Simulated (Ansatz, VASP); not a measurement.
**CuO in VASP and in Ansatz**

```
CELL_PARAMETERS angstrom
2.89122 0.00000 0.00000
-1.44561 2.50387 0.00000
0.00000 0.00000 2.81994
ATOMIC_POSITIONS crystal
Cu 0.00000 0.00000 0.00000
O 0.66667 0.33333 0.50000
```

Alike in both runs: task single point; functional PBE; k mesh 6 × 6 × 6; occupations gaussian, width 0.1 eV; collinear spin.

|  | VASP | Ansatz |
| --- | --- | --- |
| version | VASP 6.6.1 | Ansatz 0.2.0 |
| potentials or method | VASP PAW PBE potentials, release 64 (Cu, O), cutoff 520 eV | scalar-relativistic, plane waves, PAW |
| valence electrons in the cell | 17 | 25 |

|  | VASP | Ansatz | Ansatz less VASP |
| --- | --- | --- | --- |
| gap on the k mesh at the Fermi level (eV) | none | none | - |
| pressure (GPa) | -7.6 | -7.9 | -0.22 |
| traceless stress, the component that is largest in VASP (GPa) | -7.20 | -7.21 | -0.010 |
| net moment per atom (μB) | 0.40 | 0.40 | -0.001 |
| size of the moment on the site where the two differ most (μB) | 0.35 | 0.38 | +0.026 |

Site moments also hang on the region over which each program counts them. A gap of «none» marks a metal or a gap that the smearing closes. The functional is the same, so the differences come from potentials, cutoffs and numerics. VASP's potentials hold 17 valence electrons a cell and Ansatz's 25, so a difference there can come from the potentials and not from the codes.

The k mesh is coarse, so the values compare programs but aren't converged.
